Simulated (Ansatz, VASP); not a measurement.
## Mg3CdTe4: VASP beside Ansatz

```
CELL_PARAMETERS angstrom
4.72555 -0.00163 -0.05223
-0.00163 4.53350 0.06166
-0.14680 0.17332 13.02714
ATOMIC_POSITIONS crystal
Mg 0.52378 0.52502 0.24838
Mg 0.97177 0.95015 0.48766
Mg 0.49642 0.50176 0.75564
Cd 0.99055 0.01393 0.00389
Te 0.51115 0.95556 0.37540
Te 0.01152 0.53520 0.61396
Te 0.50502 0.01818 0.86787
Te 0.98980 0.50021 0.14720
```

Change from the starting cell: cell x1, atoms moved at random (sigma 0.1 Å) and cell strained at random (1.5 %), then relaxed without symmetry.

Alike in both runs: task relaxation of cell and atoms; functional PBE; k mesh 4 × 4 × 1; occupations gaussian, width 0.1 eV; no spin polarisation.

|  | VASP | Ansatz |
| --- | --- | --- |
| version | VASP 6.6.1 | Ansatz 0.2.0 |
| potentials or method | VASP PAW PBE potentials, release 64 (Mg, Cd, Te), cutoff 600 eV | scalar-relativistic, plane waves, PAW |
| valence electrons in the cell | 42 | 114 |

|  | VASP | Ansatz | Ansatz less VASP |
| --- | --- | --- | --- |
| gap on the k mesh at the Fermi level, each at its own relaxed structure (eV) | 1.76 | 1.77 | +0.009 |
| relaxed volume (Å³/atom) | 34.96 | 34.93 | -0.032 |
| relaxed cell length with the largest relative difference (Å) | 4.643 | 4.638 | -0.0053 |

VASP's potentials hold 42 valence electrons a cell and Ansatz's 114, so a difference there can come from the potentials and not from the codes.

The k mesh is coarse, so the values compare programs but aren't converged. Spin-orbit coupling is off throughout.
